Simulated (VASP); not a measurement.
# KI (Fm-3m) in VASP: notebook

KI is run at these levels: LDA; tasks: vibrations by perturbation theory.

Program: VASP 6.6.1. These are calculated values, not measurements. Logs are shortened: lines on timing, memory, paths and dates and some standing lists are left out, and cuts for length are marked.

## Step 1: The cell of the first run

The structure is cubic, space group Fm-3m (No. 225). Conventional cell: a = 6.754 Å, b = 6.754 Å, c = 6.754 Å, α = 90.00°, β = 90.00°, γ = 90.00°. Within 4.4 Å of K (site symmetry m-3m) lie 6 I at 3.38 Å. I (site symmetry m-3m) has 6 K at 3.38 Å within 4.4 Å.

## Step 2: Vibrations by perturbation theory, LDA (volume scaled by 0.970)

The input, INCAR:

```
SYSTEM = KI
  PREC = Accurate
  ENCUT = 520
  EDIFF = 1E-8
  ISMEAR = 0
  SIGMA = 0.01
  LREAL = .FALSE.
  LASPH = .TRUE.
  NELM = 100
  ALGO = Normal
  ISIF = 2
  LWAVE = .FALSE.
  LCHARG = .FALSE.
  NBANDS = 15
  IBRION = 8
  NSW = 1
```

The input, KPOINTS:

```
regular mesh
0
G
  6 6 6
  0 0 0
```

The input, POSCAR:

```
KI
1.0
    0.0000000000      3.3770140586      3.3770140586
    3.3770140586      0.0000000000      3.3770140586
    3.3770140586      3.3770140586      0.0000000000
K I
1 1
Direct
    0.0000000000      0.0000000000      0.0000000000
    0.5000000000      0.5000000000      0.5000000000
```

Potentials or basis: VASP PAW LDA potentials, release 64 (K_sv, I).

On the command line:

```bash
$ cat potpaw_LDA.64/K_sv/POTCAR potpaw_LDA.64/I/POTCAR > POTCAR
$ mpirun -np 1 vasp_std > vasp.out
```

OUTCAR:

```text
SYSTEM = KI
   PREC = Accurate
   ENCUT = 520
   EDIFF = 1E-8
   ISMEAR = 0
   LREAL = .FALSE.
   LASPH = .TRUE.
   NELM = 100
   ISIF = 2
   IBRION = 8
   NSW = 1

 ion  position               nearest neighbor table
   1  0.000  0.000  0.000-   2 3.38   2 3.38   2 3.38   2 3.38   2 3.38   2 3.38
   2  0.500  0.500  0.500-   1 3.38   1 3.38   1 3.38   1 3.38   1 3.38   1 3.38

  LATTYP: Found a face centered cubic cell.
 ALAT       =     6.7540281172

  Lattice vectors:

 A1 = (   0.0000000000,   3.3770140586,   3.3770140586)
 A2 = (   3.3770140586,   0.0000000000,   3.3770140586)
 A3 = (   3.3770140586,   3.3770140586,   0.0000000000)

Analysis of symmetry for initial positions (statically):
=====================================================================
 Subroutine PRICEL returns:
 Original cell was already a primitive cell.

 Routine SETGRP: Setting up the symmetry group for a
 face centered cubic supercell.

 Subroutine GETGRP returns: Found 48 space group operations
 (whereof 48 operations were pure point group operations)
 out of a pool of 48 trial point group operations.

The static configuration has the point symmetry O_h .

Analysis of symmetry for dynamics (positions and initial velocities):
=====================================================================
 Subroutine PRICEL returns:
 Original cell was already a primitive cell.

 Routine SETGRP: Setting up the symmetry group for a
 face centered cubic supercell.

 Subroutine GETGRP returns: Found 48 space group operations
 (whereof 48 operations were pure point group operations)
 out of a pool of 48 trial point group operations.

The dynamic configuration has the point symmetry O_h .

 Subroutine INISYM returns: Found 48 space group operations
 (whereof 48 operations are pure point group operations),
 and found     1 'primitive' translations

----------------------------------------------------------------------------------------

                                     Primitive cell

  volume of cell :      77.0244

  direct lattice vectors                    reciprocal lattice vectors
     0.000000000  3.377014059  3.377014059    -0.148059792  0.148059792  0.148059792
     3.377014059  0.000000000  3.377014059     0.148059792 -0.148059792  0.148059792
     3.377014059  3.377014059  0.000000000     0.148059792  0.148059792 -0.148059792

  length of vectors
     4.775819082  4.775819082  4.775819082     0.256447083  0.256447083  0.256447083

  position of ions in fractional coordinates (direct lattice)
     0.000000000  0.000000000  0.000000000
     0.500000000  0.500000000  0.500000000

  ion indices of the primitive-cell ions
   primitive index   ion index
                 1           1
                 2           2

----------------------------------------------------------------------------------------

 KPOINTS: regular mesh

Automatic generation of k-mesh.
 Grid dimensions read from file:
 generate k-points for:    6    6    6

 Generating k-lattice:

  Cartesian coordinates                     Fractional coordinates (reciprocal lattice)
    -0.024676632  0.024676632  0.024676632     0.166666667  0.000000000  0.000000000
     0.024676632 -0.024676632  0.024676632     0.000000000  0.166666667  0.000000000
     0.024676632  0.024676632 -0.024676632     0.000000000  0.000000000  0.166666667

  Length of vectors
     0.042741180  0.042741180  0.042741180

  Shift w.r.t. Gamma in fractional coordinates (k-lattice)
     0.000000000  0.000000000  0.000000000

 Subroutine IBZKPT returns following result:
 ===========================================

 Found     16 irreducible k-points:

 Following reciprocal coordinates:
            Coordinates               Weight
  0.000000  0.000000  0.000000      1.000000
  0.166667  0.000000  0.000000      8.000000
[... 71 lines left out ...]

 number of electron      16.0000001 magnetization

 Free energy of the ion-electron system (eV)
  ---------------------------------------------------
  ext. energy  EPLUGINS =         0.00000000
  ---------------------------------------------------
  free energy    TOTEN  =        -6.16173960 eV

  energy without entropy =       -6.16173960  energy(sigma->0) =       -6.16173960

 E-fermi :   0.2241     XC(G=0):  -8.1612

 val. band max:        0.1573424312   @ k =   0.0000   0.0000   0.0000
 cond. band min:       4.1132172716   @ k =   0.0000   0.0000   0.0000
 fundamental gap:      3.9558748405
 Fermi energy:         0.2241398912

 k-point     1 :       0.0000    0.0000    0.0000
  band No.  band energies     occupation
      1     -27.7882      2.00000
      2     -11.5356      2.00000
      3     -11.5356      2.00000
      4     -11.5356      2.00000
      5     -10.6474      2.00000
      6       0.1573      2.00000
      7       0.1573      2.00000
      8       0.1573      2.00000
      9       4.1132      0.00000
     10       6.3463      0.00000
     11       6.3463      0.00000
     12       6.3463      0.00000
     13       7.2041      0.00000
     14       7.2041      0.00000
[... 259 lines left out ...]
      4     -11.5850      2.00000
      5     -10.3186      2.00000
      6      -0.9536      2.00000
      7      -0.5749      2.00000
      8      -0.5681      2.00000
      9       5.4700      0.00000
     10       6.6530      0.00000
     11       7.5481      0.00000
     12       8.7122      0.00000
     13       8.8000      0.00000
     14       9.8964      0.00000
     15      10.5337      0.00000

------------------------ aborting loop because EDIFF is reached ----------------------------------------

  FORCE on cell =-STRESS in cart. coord.  units (eV):
  Direction    XX          YY          ZZ          XY          YZ          ZX
  --------------------------------------------------------------------------------------
  -------------------------------------------------------------------------------------
  Total        0.2675831      0.2675831      0.2675831      0.0000000     -0.0000000      0.0000000
  in kB        5.5659674      5.5659674      5.5659674      0.0000000     -0.0000000      0.0000000
  external PRESSURE =       5.5659674 kB  Pullay stress =       0.0000000 kB

 VOLUME and BASIS-vectors are now :
 -----------------------------------------------------------------------------
  energy-cutoff  :      520.00
  volume of cell :       77.02
      direct lattice vectors                 reciprocal lattice vectors
     0.000000000  3.377014059  3.377014059    -0.148059792  0.148059792  0.148059792
     3.377014059  0.000000000  3.377014059     0.148059792 -0.148059792  0.148059792
     3.377014059  3.377014059  0.000000000     0.148059792  0.148059792 -0.148059792

 POSITION                                       TOTAL-FORCE (eV/Angst)
 -----------------------------------------------------------------------------------
      0.00000      0.00000      0.00000         0.000000      0.000000      0.000000
      3.37701      3.37701      3.37701        -0.000000     -0.000000     -0.000000
 -----------------------------------------------------------------------------------
    total drift:                                0.000000      0.000000      0.000000

  FREE ENERGIE OF THE ION-ELECTRON SYSTEM (eV)
  ---------------------------------------------------
  free  energy   TOTEN  =        -6.1617395968 eV

  energy  without entropy=       -6.1617395968  energy(sigma->0) =       -6.16173960

[... ionic steps 2 to 3 ...]

--------------------------------------- Ionic step        4  -------------------------------------------

------------------------ aborting loop because EDIFF is reached ----------------------------------------

[... ionic steps 5 to 6 ...]

--------------------------------------- Ionic step        7  -------------------------------------------

 Free energy of the ion-electron system (eV)
  ---------------------------------------------------
  ---------------------------------------------------
  free energy    TOTEN  =        -0.08640536 eV

  energy without entropy =       -0.08640536

------------------------ aborting loop because EDIFF is reached ----------------------------------------

 INTERNAL STRAIN TENSOR  FOR ION    2  DIRECTION 1   (eV/Angst):
 -----------------------------------------------------------------------------
     0.00458  0.00000  0.00000
    -0.00000  0.00088  0.00000
     0.00000  0.00000  0.00088

 INTERNAL STRAIN TENSOR FOR ION    2 for displacements in x,y,z  (eV/Angst):
          X           Y           Z          XY          YZ          ZX
  --------------------------------------------------------------------------------
  x     0.00000     0.00000     0.00000     0.00000     0.00000     0.00000
  y     0.00000     0.00000     0.00000     0.00000     0.00000     0.00000
  z     0.00000     0.00000     0.00000     0.00000     0.00000     0.00000

 SECOND DERIVATIVES (NOT SYMMETRIZED)
 ------------------------------------
               1X          1Y          1Z          2X          2Y          2Z
  1X    -1.677607    0.000000    0.000000    1.677607    0.000000    0.000000
  1Y     0.000000   -1.677607    0.000000    0.000000    1.677607    0.000000
  1Z     0.000000    0.000000   -1.677607    0.000000    0.000000    1.677607
  2X     1.675227    0.000000    0.000000   -1.675227    0.000000    0.000000
  2Y     0.000000    1.675227    0.000000    0.000000   -1.675227    0.000000
  2Z     0.000000    0.000000    1.675227    0.000000    0.000000   -1.675227

 Eigenvectors and eigenvalues of the dynamical matrix
 ----------------------------------------------------

   1 f  =    3.703097 THz    23.267243 2PiTHz  123.522009 cm-1    15.314770 meV
             X         Y         Z           dx          dy          dz
      0.000000  0.000000  0.000000    -0.874487    0.000000    0.000000
      3.377014  3.377014  3.377014     0.485048    0.000000    0.000000
[... 21 lines left out ...]
   6 f/i=    0.001115 THz     0.007007 2PiTHz    0.037200 cm-1     0.004612 meV
             X         Y         Z           dx          dy          dz
      0.000000  0.000000  0.000000     0.000000    0.000000   -0.485048
      3.377014  3.377014  3.377014     0.000000    0.000000   -0.874487

--------------------------------------------------------------------------------------------------------

 ELASTIC MODULI CONTR FROM IONIC RELAXATION (kBar)
 Direction    XX          YY          ZZ          XY          YZ          ZX
 --------------------------------------------------------------------------------
 XX           0.0000      0.0000      0.0000      0.0000      0.0000      0.0000
 YY           0.0000      0.0000      0.0000      0.0000      0.0000      0.0000
 ZZ           0.0000      0.0000      0.0000      0.0000      0.0000      0.0000
 XY           0.0000      0.0000      0.0000      0.0000      0.0000      0.0000
 YZ           0.0000      0.0000      0.0000      0.0000      0.0000      0.0000
 ZX           0.0000      0.0000      0.0000      0.0000      0.0000      0.0000
 --------------------------------------------------------------------------------
```

Run time: 70 s. Hardware: 1 thread of Intel Xeon 6975P-C (Granite Rapids), shared host; peak memory 0.26 GiB.

Results:

```yaml
Highest_phonon_frequency_at_Γ_LO-TO_splitting_left_out: 124 cm⁻¹
```

Phonon frequencies in cm⁻¹ (negative: imaginary):
| q point | frequencies |
| --- | --- |
| (0.000, 0.000, 0.000) | 0 0 0 124 124 124 |

Caveat: spin-orbit coupling is left out, which moves the levels of the heavy elements.

## Step 3: Vibrations by perturbation theory, LDA (volume scaled by 0.970)

The input, INCAR:

```
ALGO = Normal
EDIFF = 1E-8
ENCUT = 520
IBRION = 8
ISIF = 2
ISMEAR = 0
LASPH = T
LCHARG = T
LREAL = F
LWAVE = F
NBANDS = 15
NELM = 60
NSW = 1
PREC = Accurate
SIGMA = 0.01
```

The input, KPOINTS:

```
k-points
0
Gamma
  6 6 6
```

POSCAR is that of step 2.

Potentials or basis: VASP PAW LDA potentials, release 64 (K_sv, I).

On the command line:

```bash
$ cat potpaw_LDA.64/K_sv/POTCAR potpaw_LDA.64/I/POTCAR > POTCAR
$ mpirun -np 1 vasp_std > vasp.out
```

OUTCAR:

```text
EDIFF = 1E-8
   ENCUT = 520
   IBRION = 8
   ISIF = 2
   ISMEAR = 0
   LASPH = T
   LREAL = F
   NELM = 60
   NSW = 1
   PREC = Accurate

 ion  position               nearest neighbor table
   1  0.000  0.000  0.000-   2 3.38   2 3.38   2 3.38   2 3.38   2 3.38   2 3.38
   2  0.500  0.500  0.500-   1 3.38   1 3.38   1 3.38   1 3.38   1 3.38   1 3.38

  LATTYP: Found a face centered cubic cell.
 ALAT       =     6.7540281172

  Lattice vectors:

 A1 = (   0.0000000000,   3.3770140586,   3.3770140586)
 A2 = (   3.3770140586,   0.0000000000,   3.3770140586)
 A3 = (   3.3770140586,   3.3770140586,   0.0000000000)

Analysis of symmetry for initial positions (statically):
=====================================================================
 Subroutine PRICEL returns:
 Original cell was already a primitive cell.

 Routine SETGRP: Setting up the symmetry group for a
 face centered cubic supercell.

[... 504 lines left out ...]

 INTERNAL STRAIN TENSOR  FOR ION    2  DIRECTION 1   (eV/Angst):
 -----------------------------------------------------------------------------
     0.00458  0.00000  0.00000
    -0.00000  0.00088  0.00000
     0.00000  0.00000  0.00088

 INTERNAL STRAIN TENSOR FOR ION    2 for displacements in x,y,z  (eV/Angst):
          X           Y           Z          XY          YZ          ZX
  --------------------------------------------------------------------------------
  x     0.00000     0.00000     0.00000     0.00000     0.00000     0.00000
  y     0.00000     0.00000     0.00000     0.00000     0.00000     0.00000
  z     0.00000     0.00000     0.00000     0.00000     0.00000     0.00000

 SECOND DERIVATIVES (NOT SYMMETRIZED)
 ------------------------------------
               1X          1Y          1Z          2X          2Y          2Z
  1X    -1.677607    0.000000    0.000000    1.677607    0.000000    0.000000
  1Y     0.000000   -1.677607    0.000000    0.000000    1.677607    0.000000
  1Z     0.000000    0.000000   -1.677607    0.000000    0.000000    1.677607
  2X     1.675227    0.000000    0.000000   -1.675227    0.000000    0.000000
  2Y     0.000000    1.675227    0.000000    0.000000   -1.675227    0.000000
  2Z     0.000000    0.000000    1.675227    0.000000    0.000000   -1.675227

 Eigenvectors and eigenvalues of the dynamical matrix
 ----------------------------------------------------

   1 f  =    3.703097 THz    23.267243 2PiTHz  123.522009 cm-1    15.314770 meV
             X         Y         Z           dx          dy          dz
      0.000000  0.000000  0.000000    -0.874487    0.000000    0.000000
      3.377014  3.377014  3.377014     0.485048    0.000000    0.000000
[... 21 lines left out ...]
   6 f/i=    0.001115 THz     0.007007 2PiTHz    0.037200 cm-1     0.004612 meV
             X         Y         Z           dx          dy          dz
      0.000000  0.000000  0.000000     0.000000    0.000000   -0.485048
      3.377014  3.377014  3.377014     0.000000    0.000000   -0.874487

--------------------------------------------------------------------------------------------------------

 ELASTIC MODULI CONTR FROM IONIC RELAXATION (kBar)
 Direction    XX          YY          ZZ          XY          YZ          ZX
 --------------------------------------------------------------------------------
 XX           0.0000      0.0000      0.0000      0.0000      0.0000      0.0000
 YY           0.0000      0.0000      0.0000      0.0000      0.0000      0.0000
 ZZ           0.0000      0.0000      0.0000      0.0000      0.0000      0.0000
 XY           0.0000      0.0000      0.0000      0.0000      0.0000      0.0000
 YZ           0.0000      0.0000      0.0000      0.0000      0.0000      0.0000
 ZX           0.0000      0.0000      0.0000      0.0000      0.0000      0.0000
 --------------------------------------------------------------------------------
```

It took 69 s on 1 thread of Intel Xeon 6975P-C (Granite Rapids), shared host; peak memory 0.25 GiB.

What came out:

```yaml
Highest_phonon_frequency_at_Γ_LO-TO_splitting_left_out: 124 cm⁻¹
```

Phonon frequencies in cm⁻¹ (negative: imaginary):
| q point | frequencies |
| --- | --- |
| (0.000, 0.000, 0.000) | 0 0 0 124 124 124 |

Caveat: spin-orbit coupling is left out, which moves the levels of the heavy elements.

[end of part 1 of 3]
